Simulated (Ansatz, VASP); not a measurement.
**Cu: VASP beside Ansatz**

```
Cu
1.0
     2.55619    0.00000    0.00000
     1.27810    2.21373    0.00000
     0.00000    0.00000   32.78409
Cu
10
Direct
  0.00000 0.00000 0.22169
  0.33333 0.33333 0.28303
  0.66667 0.66667 0.34486
  0.00000 0.00000 0.40686
  0.33333 0.33333 0.46900
  0.66667 0.66667 0.53100
  0.00000 0.00000 0.59314
  0.33333 0.33333 0.65514
  0.66667 0.66667 0.71697
  0.00000 0.00000 0.77831
```

Alike in both runs: functional PBEsol; k mesh 18 × 18 × 1; occupations gaussian, width 0.1 eV; no spin polarisation.

Ansatz relaxed the structure, and its values are those at the end. VASP's run is a single point on that final structure, the one shown.

|  | VASP | Ansatz |
| --- | --- | --- |
| version | VASP 6.6.1 | Ansatz 0.2.0 |
| potentials or method | VASP PAW PBE potentials, release 64 (Cu) | scalar-relativistic, plane waves, PAW |
| plane-wave cutoff (eV) | 520 | 420 |
| valence electrons in the cell | 110 | 190 |

VASP gave:

```
gap on the k mesh at the Fermi level (eV) : none
rms of the force components (eV/Å)        : 0.006
```

**Question.** Which values does Ansatz return?

**Answer.** gap on the k mesh at the Fermi level (eV): none; rms of the force components (eV/Å): 0.000.

VASP's potentials were made for PBE, not for PBEsol. A gap of «none» marks a metal or a gap that the smearing closes. VASP's potentials hold 110 valence electrons a cell and Ansatz's 190, so a difference there can come from the potentials and not from the codes. Ansatz's warnings: xc potential rough in thin density.
